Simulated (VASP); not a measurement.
The system is K3LuN2.

```xyz
6
Lattice="4.5321 0.0000 0.0000 -2.2661 3.9249 0.0000 0.0000 0.0000 9.0038" Properties=species:S:1:pos:R:3 pbc="T T T"
K     0.0000    2.6166    4.5019
K     2.2661    1.3083    0.0000
K     2.2661    1.3083    4.5019
Lu    0.0000    2.6166    0.0000
N     0.0000    0.0000    2.2066
N     0.0000    0.0000    6.7972
```

```yaml
Program: VASP 6.6.1
Task: relaxation of cell and atoms
Functional: PBE
Potentials_or_basis: VASP PAW PBE potentials, release 64 (K_sv, Lu, N)
Cutoff: 600 eV
k_mesh: 6 × 6 × 2
Occupations: gaussian, width 0.1 eV
Spin: no spin polarisation
```

At the start: pressure -3.4 GPa; volume 26.69 Å³/atom.

Question: How do energy, volume and symmetry change on relaxing?

Answer: Over 13 steps the energy falls by 668.3 meV/atom and the volume is 19.53 Å³/atom (-26.8 %); space group P-6m2 (No. 187, to 0.05 Å).

Step by step:
```tsv
step	energy change (eV)	largest force (eV/Å)	pressure (GPa)	volume (Å³)
1	0.0000	1.4638	-3.43	160.16
2	-3.2735	0.9031	-4.90	144.18
3	-3.3791	0.7339	-4.70	141.45
4	-3.3858	0.6967	-4.65	140.88
5	-3.7936	0.5734	-2.71	125.93
6	-3.9226	0.3882	0.01	115.20
7	-3.9237	0.3598	0.44	113.93
8	-3.9806	0.3340	0.75	113.95
9	-3.9826	0.3368	0.84	113.94
10	-4.0027	0.1926	0.15	116.03
11	-4.0079	0.0981	-0.27	117.61
12	-4.0080	0.0842	-0.34	117.87
13	-4.0099	0.0169	-0.07	117.20
```

Final structure:
```
K Lu N
1.0
     4.45745    0.00000    0.00000
    -2.22873    3.86027    0.00000
     0.00000    0.00000    6.81133
K Lu N
3 1 2
Direct
  0.33333 0.66667 0.50000
  0.66667 0.33333 0.00000
  0.66667 0.33333 0.50000
  0.33333 0.66667 0.00000
  0.00000 0.00000 0.21096
  0.00000 0.00000 0.78904
```

Caveat: the volume moved by over 15 % at a fixed basis, so the end points are rough.
